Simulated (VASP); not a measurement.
A run of VASP 6.6.1 is set up as follows.

File INCAR:

```
PREC = Accurate ; ENCUT = 520
EDIFF = 1E-6 ; ISMEAR = -1
SIGMA = 0.1293 ; LREAL = Auto
LASPH = True ; NELM = 100
ALGO = Normal ; ISIF = 2
LWAVE = False ; LCHARG = False
GGA = PE ; IVDW = 12
NBANDS = 64
```

File KPOINTS:

```
Automatic mesh
0
Gamma
  2 2 1
  0.5 0.5 0
```

File POSCAR:

```
C2SeN2
1.0
    4.5559792046     -3.7237210199      0.0000000000
    4.5559792046      3.7237210199      0.0000000000
    0.0000000000      0.0000000000     13.4762268848
C Se N
8 4 8
Direct
    1.0004414692      0.4244482655      0.6086942636
    0.1630930272      1.0802941231      0.3712345483
    0.6936502212      0.5821644257      0.1404767088
    0.5074673983      0.7159846303      0.8972677667
   -0.1398400099      0.7209293611      0.3646077676
    0.7482304560      0.0537334767      0.6468404750
    0.1463104441      0.4583990764      0.8938861822
    0.5774470097      0.2344511211      0.0696031618
    0.6752016398      0.3770474563      0.6418321741
    0.1504650215      0.7333682488      0.3619383260
    0.8550626571      0.2707723763      0.1150319754
    0.1868602752      0.7677268300      0.9219156895
    0.1656027818      0.4922241892      0.6123952996
    0.1841053312      0.2555325403      0.3493336110
    0.5494980818      0.7194541544      0.1827482589
    0.6954506212      0.7542351002      0.8875288389
    0.6456622978      0.7841589782      0.3748696904
    0.7354215303      0.8668862661      0.6646712820
    0.0882522693      0.2846985111      0.8667892801
    0.4094921630      0.2216255113      0.0365531839
```

Potentials or basis: VASP PAW PBE potentials, release 64 (C, Se, N).

Command:

```bash
$ cat potpaw_PBE.64/C/POTCAR potpaw_PBE.64/Se/POTCAR potpaw_PBE.64/N/POTCAR > POTCAR
$ mpirun -np 1 vasp_std > vasp.out
```

(1) Predict the pressure.

(2) Estimate the largest force.

(3) What does it give for the band gap on the k mesh?

## Answers

(1) 1.5 GPa.

(2) 10.826 eV/Å.

(3) 2.28 eV.

Caveat: the k points lie up to 0.54 Å⁻¹ apart; the atoms stand as in a frame of molecular dynamics; a shifted mesh leaves out Γ, where band edges can lie; forces of over 1 eV/Å act on the atoms, so gaps and moduli don't describe the material at rest.
